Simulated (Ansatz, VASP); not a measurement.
Two plane-wave programs on Y

```
Y
1.0
     0.00000    2.48500    2.58440
     2.48500    0.00000    2.58440
     2.48500    2.48500    0.00000
Y
1
Cartesian
  0.0000 0.0000 0.0000
```

Change from the starting cell: strain +0.000 along x and y, +0.040 along z, atoms carried along.

Alike in both runs: task single point; functional PBEsol; k mesh 16 × 16 × 16; occupations gaussian, width 0.15 eV; no spin polarisation.

|  | VASP | Ansatz |
| --- | --- | --- |
| version | VASP 6.6.1 | Ansatz 0.2.0 |
| potentials or method | VASP PAW PBE potentials, release 64 (Y_sv), cutoff 520 eV | scalar-relativistic, plane waves, PAW |
| valence electrons in the cell | 11 | 11 |

|  | VASP | Ansatz | Ansatz less VASP |
| --- | --- | --- | --- |
| gap on the k mesh at the Fermi level (eV) | none | none | - |
| pressure (GPa) | -1.5 | -1.4 | +0.13 |
| traceless stress, the component that is largest in VASP (GPa) | -0.82 | -0.81 | +0.008 |

VASP's potentials were made for PBE, not for PBEsol. A gap of «none» marks a metal or a gap that the smearing closes.
